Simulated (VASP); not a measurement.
Set up this calculation in VASP 6.6.1, as the native input.

```
Task                   : single point
Functional             : PBEsol
Potentials or basis    : VASP PAW PBE potentials, release 64 (Ru_pv)
Cutoff                 : 520 eV
k mesh                 : 18 × 18 × 10
Occupations            : fermi-dirac, width 0.08 eV
Spin                   : no spin polarisation
Dipole correction      : no
Further INCAR settings : ALGO = Normal; EDIFF = 1e-06; NBANDS = 21
```

The structure of Ru lies in POSCAR:

```
Ru
1.0
    2.2572005317      0.0000000000      0.0000000000
   -1.1286002659      1.9547930019      0.0000000000
    0.0000000000      0.0000000000      3.6233541004
Ru
2
Direct
    0.3333333333      0.6666666667      0.2500000000
    0.6666666667      0.3333333333      0.7500000000
```

The input as run:

INCAR

```
PREC = Accurate
ENCUT = 520
EDIFF = 1E-6
ISMEAR = -1
SIGMA = 0.08
LREAL = False
LASPH = True
NELM = 60
ALGO = Normal
ISIF = 2
LWAVE = False
LCHARG = False
GGA = PS
NBANDS = 21
```

KPOINTS

```
regular mesh
0
Gamma
  18 18 10
```

Potentials or basis: VASP PAW PBE potentials, release 64 (Ru_pv).

The run is started by

```sh
$ cat potpaw_PBE.64/Ru_pv/POTCAR > POTCAR
$ mpirun -np 1 vasp_std > vasp.out
```

Results of the run:

```
Pressure               : 573.9 GPa
Band gap on the k mesh : zero (bands 14 and 15 overlap by 7.12 eV)
```

Caveat: the cell stands under pressure; an empty level that is flat over the whole mesh can mark a ghost state of the potentials, or a narrow d or f band; the PAW data sets were made with another functional, which shifts forces and pressure a little.

Wall time 100 s on 1 thread of Intel Xeon 8259CL, on a shared host, peak memory 0.17 GiB.
